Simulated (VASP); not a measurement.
Wanted: the native input for a VASP 6.6.1 run.

| Item | Value |
| --- | --- |
| Task | single point |
| Functional | PBEsol |
| Potentials or basis | VASP PAW PBE potentials, release 64 (Ti_sv) |
| Cutoff | 520 eV |
| k mesh | 12 × 12 × 12 |
| Occupations | fermi-dirac, width 0.1 eV |
| Spin | no spin polarisation |
| Dipole correction | no |
| Further INCAR settings | ALGO = Normal; EDIFF = 1e-07; NBANDS = 12 |

The structure of Ti lies in POSCAR:

```
Ti
1.0
    0.0000000000      2.0163754284      2.0163754284
    2.0163754284      0.0000000000      2.0163754284
    2.0163754284      2.0163754284      0.0000000000
Ti
1
Direct
    0.0000000000      0.0000000000      0.0000000000
```

The input as run:

INCAR

```
SYSTEM = Ti
  ALGO = Normal
  EDIFF = 1E-7
  ENCUT = 520
  GGA = PS
  ISIF = 2
  ISMEAR = -1
  LASPH = .True.
  LCHARG = .True.
  LELF = .True.
  LREAL = .False.
  LVHAR = .True.
  LWAVE = .False.
  NBANDS = 12
  NELM = 100
  PREC = Accurate
  SIGMA = 0.1
```

KPOINTS

```
k-points
0
Gamma
  12 12 12
  0 0 0
```

Potentials or basis: VASP PAW PBE potentials, release 64 (Ti_sv).

The run is started by

```bash
$ cat potpaw_PBE.64/Ti_sv/POTCAR > POTCAR
$ mpirun -np 1 vasp_std > vasp.out
```

It gave:

| Quantity | Value |
| --- | --- |
| Pressure | 2.0 GPa |
| Band gap on the k mesh | zero (band 6 reaches 9.63 eV, above the bottom of band 7 at 8.32 eV) |

Caveat: the PAW data sets were made with another functional, which shifts forces and pressure a little.

It took 20 s on 1 thread of Intel Xeon 8259CL (shared host), peak memory 0.14 GiB.
